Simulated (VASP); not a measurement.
# TiSn3O8: single point with PBE

The system is TiSn3O8.

```
Ti Sn O
1.0
     3.37561   -3.38115    0.00000
     3.37561    3.38115    0.00000
     0.00000    0.00000    6.36068
Ti Sn O
1 3 8
Direct
  0.50000 0.50000 0.00000
  0.50000 0.50000 0.50000
  0.00000 0.00000 0.75468
  0.00000 0.00000 0.24532
  0.20305 0.20305 0.00000
  0.19378 0.19378 0.50000
  0.79695 0.79695 0.00000
  0.80622 0.80622 0.50000
  0.68963 0.31037 0.76164
  0.68963 0.31037 0.23836
  0.31037 0.68963 0.76164
  0.31037 0.68963 0.23836
```

```yaml
Program: VASP 6.6.1
Task: single point
Functional: PBE
Potentials_or_basis: VASP PAW PBE potentials, release 64 (Ti_sv, Sn_d, O)
Cutoff: 520 eV
k_mesh: 6 × 6 × 4
Occupations: gaussian, width 0.02 eV
Spin: no spin polarisation
```

The pressure is 0.6 GPa. The largest force is 0.034 eV/Å and the band gap on the k mesh is 1.74 eV (least direct gap 1.85 eV).

Forces on the atoms (eV/Å):
```
Ti   0.000  0.000  0.000
Sn   0.000  0.000  0.000
Sn   0.000  0.000  0.002
Sn   0.000  0.000 -0.002
O    0.034  0.000  0.000
O    0.010  0.000  0.000
O   -0.034  0.000  0.000
O   -0.010  0.000  0.000
O    0.000 -0.016 -0.001
O    0.000 -0.016  0.001
O    0.000  0.016 -0.001
O    0.000  0.016  0.001
```

Stress tensor (GPa, compression positive):
```
0.50 0.00 0.00
0.00 0.52 0.00
0.00 0.00 0.80
```

Levels at points of the mesh, in eV from the valence-band top:
```
           k point  band 47  band 48  band 49  band 50  band 51  band 52  band 53  band 54  band 55  band 56
(0.00, 0.00, 0.00)    -1.27    -1.22    -0.69    -0.66     0.00     1.85     2.16     3.06     3.19     4.76
(0.50, 0.00, 0.00)    -1.12    -1.01    -0.77    -0.63    -0.59     2.25     2.86     2.89     4.20     4.81
(0.50, 0.50, 0.00)    -1.09    -0.95    -0.84    -0.78    -0.77     1.73     2.89     3.10     3.18     4.69
(0.00, 0.00, 0.50)    -1.13    -0.66    -0.64    -0.63    -0.35     2.40     3.04     3.14     3.43     4.25
(0.50, 0.00, 0.50)    -1.17    -1.10    -0.80    -0.70    -0.69     2.58     2.67     2.95     4.22     4.97
(0.50, 0.50, 0.50)    -0.83    -0.82    -0.81    -0.76    -0.74     2.59     2.70     3.11     3.56     4.45
```

It took 3.5 min on 1 thread of Intel(R) Xeon(R) 6975P-C (Granite Rapids), on a shared host, peak memory 0.41 GiB.

Caveat: spin-orbit coupling is left out, which moves the levels of the heavy elements. A k mesh can miss the band edges.
